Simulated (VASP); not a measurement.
# O (Fmmm) in VASP: a series of runs

The runs below take O through single point, with PBEsol.

Everything below comes from runs of VASP 6.6.1. Logs are shortened: lines on timing, memory, paths and dates and some standing lists are left out, and cuts for length are marked.

## Step 1: The cell of the first run

The structure is orthorhombic, space group Fmmm (No. 69). Conventional cell: a = 3.264 Å, b = 3.275 Å, c = 8.804 Å, α = 90.00°, β = 90.00°, γ = 90.00°. O (site symmetry mm2) has 1 O at 0.90 Å within 1.2 Å.

## Step 2: Single point, PBEsol (atoms shifted along a free coordinate)

INCAR

```
PREC = Accurate ; ENCUT = 600
EDIFF = 1E-6 ; ISMEAR = 0
SIGMA = 0.15 ; LREAL = False
LASPH = True ; NELM = 120
ALGO = Normal ; ISIF = 2
LWAVE = False ; LCHARG = False
GGA = PS ; NBANDS = 13
GGA_COMPAT = False
```

KPOINTS

```
regular mesh
0
Gamma
  20 20 20
```

POSCAR

```
O
1.0
    0.0000000000      1.6319942902      4.4021844131
    1.6375895745      0.0000000000      4.4021844131
    1.6375895745      1.6319942902      0.0000000000
O
2
Direct
    0.0512616047      0.0512616047      0.9487383953
    0.9487383953      0.9487383953      0.0512616047
```

Potentials or basis: VASP PAW PBE potentials, release 64 (O).

Command:

```
cat potpaw_PBE.64/O/POTCAR > POTCAR
mpirun -np 1 vasp_std > vasp.out
```

OUTCAR:

```text
PREC = Accurate
   ENCUT = 600
   EDIFF = 1E-6
   ISMEAR = 0
   LREAL = False
   LASPH = True
   NELM = 120
   ISIF = 2
   GGA = PS

 ion  position               nearest neighbor table
   1  0.051  0.051  0.949-   2 0.90
   2  0.949  0.949  0.051-   1 0.90

 -----------------------------------------------------------------------------
|                                                                             |
|           W    W    AA    RRRRR   N    N  II  N    N   GGGG   !!!           |
|           W    W   A  A   R    R  NN   N  II  NN   N  G    G  !!!           |
|           W    W  A    A  R    R  N N  N  II  N N  N  G       !!!           |
|           W WW W  AAAAAA  RRRRR   N  N N  II  N  N N  G  GGG   !            |
|           WW  WW  A    A  R   R   N   NN  II  N   NN  G    G                |
|           W    W  A    A  R    R  N    N  II  N    N   GGGG   !!!           |
|                                                                             |
|     The distance between some ions is very small. Please check the          |
|     nearest-neighbor list in the OUTCAR file.                               |
|     I HOPE YOU KNOW WHAT YOU ARE DOING!                                     |
|                                                                             |
 -----------------------------------------------------------------------------

  LATTYP: Found a face centered orthorhombic cell.
 ALAT       =     3.2639885804
 B/A-ratio  =     1.0034284950
 C/A-ratio  =     2.6974263571

  Lattice vectors:

 A1 = (   1.6375895745,   0.0000000000,  -4.4021844131)
 A2 = (   0.0000000000,   1.6319942902,  -4.4021844131)
 A3 = (   1.6375895745,   1.6319942902,   0.0000000000)

Analysis of symmetry for initial positions (statically):
=====================================================================
 Subroutine PRICEL returns:
 Original cell was already a primitive cell.

 Routine SETGRP: Setting up the symmetry group for a
 face centered orthorhombic supercell.

 Subroutine GETGRP returns: Found  8 space group operations
 (whereof  8 operations were pure point group operations)
 out of a pool of  8 trial point group operations.

The static configuration has the point symmetry D_2h.

Analysis of symmetry for dynamics (positions and initial velocities):
=====================================================================
 Subroutine PRICEL returns:
 Original cell was already a primitive cell.

 Routine SETGRP: Setting up the symmetry group for a
 face centered orthorhombic supercell.

 Subroutine GETGRP returns: Found  8 space group operations
 (whereof  8 operations were pure point group operations)
 out of a pool of  8 trial point group operations.

The dynamic configuration has the point symmetry D_2h.

 Subroutine INISYM returns: Found  8 space group operations
 (whereof  8 operations are pure point group operations),
 and found     1 'primitive' translations

----------------------------------------------------------------------------------------

                                     Primitive cell

  volume of cell :      23.5300

  direct lattice vectors                    reciprocal lattice vectors
     0.000000000  1.631994290  4.402184413    -0.305326809  0.306373621  0.113579976
     1.637589574  0.000000000  4.402184413     0.305326809 -0.306373621  0.113579976
     1.637589574  1.631994290  0.000000000     0.305326809  0.306373621 -0.113579976

  length of vectors
     4.694958250  4.696906133  2.311948308     0.447202043  0.447202043  0.447202043

  position of ions in fractional coordinates (direct lattice)
     0.051261605  0.051261605  0.948738395
     0.948738395  0.948738395  0.051261605

  ion indices of the primitive-cell ions
   primitive index   ion index
                 1           1
                 2           2

----------------------------------------------------------------------------------------

 KPOINTS: regular mesh

Automatic generation of k-mesh.
 Grid dimensions read from file:
 generate k-points for:   20   20   20

 Generating k-lattice:

  Cartesian coordinates                     Fractional coordinates (reciprocal lattice)
    -0.015266340  0.015318681  0.005678999     0.050000000  0.000000000  0.000000000
     0.015266340 -0.015318681  0.005678999     0.000000000  0.050000000  0.000000000
     0.015266340  0.015318681 -0.005678999     0.000000000  0.000000000  0.050000000

  Length of vectors
     0.022360102  0.022360102  0.022360102

  Shift w.r.t. Gamma in fractional coordinates (k-lattice)
     0.000000000  0.000000000  0.000000000

 Subroutine IBZKPT returns following result:
 ===========================================

 Found   1166 irreducible k-points:

 Following reciprocal coordinates:
            Coordinates               Weight
  0.000000  0.000000  0.000000      1.000000
  0.050000 -0.000000 -0.000000      8.000000
  0.100000 -0.000000  0.000000      8.000000
  0.150000 -0.000000 -0.000000      8.000000
  0.200000 -0.000000  0.000000      8.000000
  0.250000 -0.000000  0.000000      8.000000
[... 16 lines left out ...]
 -0.400000  0.050000  0.000000      8.000000
 -0.350000  0.050000  0.000000      8.000000
 [... further k-points ...]
   k-points           NKPTS =   1166   k-points in BZ     NKDIM =   1166   number of bands    NBANDS=     13
   number of dos      NEDOS =    301   number of ions     NIONS =      2
   total plane-waves  NPLWV =  28800
   dimension x,y,z NGX =    40 NGY =   40 NGZ =   18
   dimension x,y,z NGXF=    80 NGYF=   80 NGZF=   36
   ions per type =               2
   NGX,Y,Z   is equivalent  to a cutoff of  14.16, 14.16, 12.94 a.u.
   NGXF,Y,Z  is equivalent  to a cutoff of  28.33, 28.32, 25.89 a.u.
 SYSTEM =  unknown system
   PREC   = accura    normal or accurate (medium, high low for compatibility)
   ISTART =      0    job   : 0-new  1-cont  2-samecut
   ICHARG =      2    charge: 1-file 2-atom 10-const
   ISPIN  =      1    spin polarized calculation?
   LNONCOLLINEAR =      F non collinear calculations
   LSORBIT =      F    spin-orbit coupling
   LASPH  =      T    aspherical Exc in radial PAW
   ENCUT  =  600.0 eV  44.10 Ry    6.64 a.u.   9.38  9.38  4.62*2*pi/ulx,y,z
   NELM   =    120;   NELMIN=  2; NELMDL= -5     # of ELM steps
   EDIFF  = 0.1E-05   stopping-criterion for ELM
   LREAL  =      F    real-space projection
   EDIFFG = 0.1E-04   stopping-criterion for IOM
   NSW    =      0    number of steps for IOM
   IBRION =     -1    ionic relax: 0-MD 1-quasi-New 2-CG
   NFREE  =      0    steps in history (QN), initial steepest desc. (CG)
   ISIF   =      2    stress and relaxation
   ISYM   =      2    0-nonsym 1-usesym 2-fastsym
   POTIM  = 0.5000    time-step for ionic-motion
   TEBEG  =    0.0;   TEEND  =   0.0 temperature during run
   PSTRESS=    0.0 pullay stress
   NELECT =      12.0000    total number of electrons
   NUPDOWN=      -1.0000    fix difference up-down
   EMIN   =  10.00;   EMAX   =-10.00  energy-range for DOS
   EFERMI =   0.00;   METHOD = LEGACY
   ISMEAR =     0;   SIGMA  =   0.15  broadening in eV -4-tet -1-fermi 0-gaus
   EFERMI_NEDOS =   21; number of points for ismear=-14 and -15
   IALGO  =     38    algorithm
   IMIX   =      4    mixing-type and parameters
     AMIX     =   0.40;   BMIX     =  1.00
     AMIX_MAG =   1.60;   BMIX_MAG =  1.00
  volume/ion in A,a.u.               =      11.76        79.39
  Fermi-wavevector in a.u.,A,eV,Ry     =   1.307960  2.471687 23.276309  1.710760
  Thomas-Fermi vector in A             =   2.438660
   LORBIT       =      0    0 simple, 1 ext, 2 COOP (PROOUT), +10 PAW based schemes
   GGA     = PS    functional components
   LHFCALC =     F    Hartree Fock is set to
   AEXX    =    0.0000 exact exchange contribution
   IVDW    =     0    specifies the selected vdW correction
   LEPSILON=     F    determine dielectric tensor
   LRPA    =     F    only Hartree local field effects (RPA)
 non-spin polarized calculation
 Gauss-broadening in eV      SIGMA  =   0.15
  energy-cutoff  :      600.00
  volume of cell :       23.53
 maximum number of plane-waves:       817
 NGX is ok and might be reduce to    40
   NGX = 19   NGY = 19   NGZ =  9

 number of electron      11.9999998 magnetization

 Free energy of the ion-electron system (eV)
  ---------------------------------------------------
  ext. energy  EPLUGINS =         0.00000000
  ---------------------------------------------------
  free energy    TOTEN  =        -0.82610580 eV

  energy without entropy =       -0.82232479  energy(sigma->0) =       -0.82421529

 E-fermi :   3.0407     XC(G=0):  -8.7415

 val. band max:        2.9319237631   @ k =   0.4000  -0.1000   0.3000
 cond. band min:       3.1536145972   @ k =   0.2500   0.0000   0.2500
 fundamental gap:      0.2216908341
 Fermi energy:         3.0406835033

 k-point     1 :       0.0000    0.0000    0.0000
  band No.  band energies     occupation
      1     -37.1624      2.00000
      2     -13.0509      2.00000
      3     -10.6075      2.00000
      4     -10.6001      2.00000
      5     -10.0099      2.00000
      6       4.8474      0.00000
      7       4.8557      0.00000
      8       8.1582      0.00000
      9      10.8201      0.00000
     10      15.9928      0.00000
     11      18.5822      0.00000
     12      22.9374      0.00000
     13      28.2690      0.00000

 k-point     2 :       0.0500   -0.0000   -0.0000
  band No.  band energies     occupation
      1     -37.1512      2.00000
      2     -13.0239      2.00000
      3     -10.8393      2.00000
      4     -10.5949      2.00000
      5      -9.8310      2.00000
      6       4.7318      0.00000
      7       4.8614      0.00000
      8       8.2028      0.00000
      9      10.9086      0.00000
     10      16.0783      0.00000
     11      18.6522      0.00000
[... 339 lines left out ...]
 k-point    24 :      -0.3500    0.0500    0.0000
  band No.  band energies     occupation
      1     -36.7185      2.00000
      2     -14.0629      2.00000
      3     -11.8780      2.00000
      4     -10.2691      2.00000
      5      -8.3349      2.00000
      6       0.8960      2.00000
      7       5.2189      0.00000
      8      10.8546      0.00000
      9      14.7821      0.00000
     10      16.6864      0.00000
     11      18.6135      0.00000
     12      20.4409      0.00000
     13      25.0278      0.00000

 [... further k-points ...]

------------------------ aborting loop because EDIFF is reached ----------------------------------------

  FORCE on cell =-STRESS in cart. coord.  units (eV):
  Direction    XX          YY          ZZ          XY          YZ          ZX
  --------------------------------------------------------------------------------------
  -------------------------------------------------------------------------------------
  Total       -0.0239552     -0.0145997     79.1420322      0.0000000      0.0000000      0.0000000
  in kB       -1.6311296     -0.9941054   5388.8469997      0.0000000      0.0000000      0.0000000
  external PRESSURE =    1795.4072549 kB  Pullay stress =       0.0000000 kB

 VOLUME and BASIS-vectors are now :
 -----------------------------------------------------------------------------
  energy-cutoff  :      600.00
  volume of cell :       23.53
      direct lattice vectors                 reciprocal lattice vectors
     0.000000000  1.631994290  4.402184413    -0.305326809  0.306373621  0.113579976
     1.637589574  0.000000000  4.402184413     0.305326809 -0.306373621  0.113579976
     1.637589574  1.631994290  0.000000000     0.305326809  0.306373621 -0.113579976

 POSITION                                       TOTAL-FORCE (eV/Angst)
 -----------------------------------------------------------------------------------
      1.63759      1.63199      0.45133         0.000000      0.000000     88.001978
      1.63759      1.63199      8.35304         0.000000      0.000000    -88.001978
 -----------------------------------------------------------------------------------
    total drift:                                0.000000      0.000000     -0.000000

  FREE ENERGIE OF THE ION-ELECTRON SYSTEM (eV)
  ---------------------------------------------------
  free  energy   TOTEN  =        -0.8261057970 eV

  energy  without entropy=       -0.8223247868  energy(sigma->0) =       -0.82421529
```

It took 3.5 min on 1 thread of Intel Xeon Platinum 8488C (Sapphire Rapids), shared host; peak memory 0.44 GiB.

Results:

```
Free energy            : -0.8261 eV
Pressure               : 179.5 GPa
Largest force          : 88.002 eV/Å
Band gap on the k mesh : zero (bands 6 and 7 overlap by 3.10 eV)
```

Forces on the atoms (eV/Å):
```
O     0.000   0.000  88.002
O     0.000   0.000 -88.002
```

Stress tensor (GPa, compression positive):
```
 -0.16   0.00   0.00
  0.00  -0.10   0.00
  0.00   0.00 538.88
```

Caveat: the cell differs from its parent crystal (atoms shifted along a free coordinate); the standard files for N, O and F lose accuracy on very short bonds; spin is off for a triplet molecule; atoms lie so close that the PAW spheres overlap strongly, which falsifies energies and pressures; the stress differs along the axes, from -0 to 539 GPa; this functional lacks dispersion, which holds the molecules together, so the pressure and a relaxed volume are unreliable; the PAW data sets were made with another functional, which shifts forces and pressure a little.

(Continued in part 2 of 2.)

The gap in the log of VASP goes by the Fermi energy; the results here count the filled bands.